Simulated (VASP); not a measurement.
The system is HfTa4F.

```
Hf Ta F
1.0
     0.00000    3.74880    3.74880
     3.74880    0.00000    3.74880
     3.74880    3.74880    0.00000
Hf Ta F
1 4 1
Direct
  0.75000 0.75000 0.75000
  0.87472 0.37509 0.37509
  0.37509 0.37509 0.37509
  0.37509 0.87472 0.37509
  0.37509 0.37509 0.87472
  0.00000 0.00000 0.00000
```

```yaml
Program: VASP 6.6.1
Task: relaxation of cell and atoms
Functional: PBE
Potentials_or_basis: VASP PAW PBE potentials, release 64 (Hf_pv, Ta_pv, F)
Cutoff: 600 eV
k_mesh: 4 × 4 × 4
Occupations: gaussian, width 0.1 eV
Spin: no spin polarisation
```

At the start: pressure 22.3 GPa; volume 17.56 Å³/atom.

Q: Where does the relaxation end?

A: Over 9 steps the energy falls by 177.3 meV/atom and the volume is 20.19 Å³/atom (+15.0 %); space group F-43m (No. 216, to 0.05 Å).

The path:
| step | energy change (eV) | largest force (eV/Å) | pressure (GPa) | volume (Å³) |
| --- | --- | --- | --- | --- |
| 1 | 0.0000 | 1.1013 | 22.29 | 105.37 |
| 2 | 0.5563 | 0.3631 | -17.14 | 147.20 |
| 3 | -1.0516 | 0.3932 | -1.19 | 122.08 |
| 4 | -1.0537 | 0.4084 | -0.43 | 121.35 |
| 5 | -1.0535 | 0.4157 | -0.07 | 121.02 |
| 6 | -1.0613 | 0.1803 | 0.66 | 120.63 |
| 7 | -1.0635 | 0.0139 | 0.41 | 120.75 |
| 8 | -1.0637 | 0.0081 | -0.33 | 121.47 |
| 9 | -1.0640 | 0.0018 | 0.01 | 121.14 |

Final structure:
```
CELL_PARAMETERS angstrom
0.00000 3.92726 3.92726
3.92726 0.00000 3.92726
3.92726 3.92726 0.00000
ATOMIC_POSITIONS crystal
Hf 0.75000 0.75000 0.75000
Ta 0.86628 0.37791 0.37791
Ta 0.37791 0.37791 0.37791
Ta 0.37791 0.86628 0.37791
Ta 0.37791 0.37791 0.86628
F 0.00000 0.00000 0.00000
```

Caveat: the k points lie up to 0.35 Å⁻¹ apart in the final cell; an odd number of electrons without spin polarisation forces a metal; a magnetic or distorted state may lie lower.
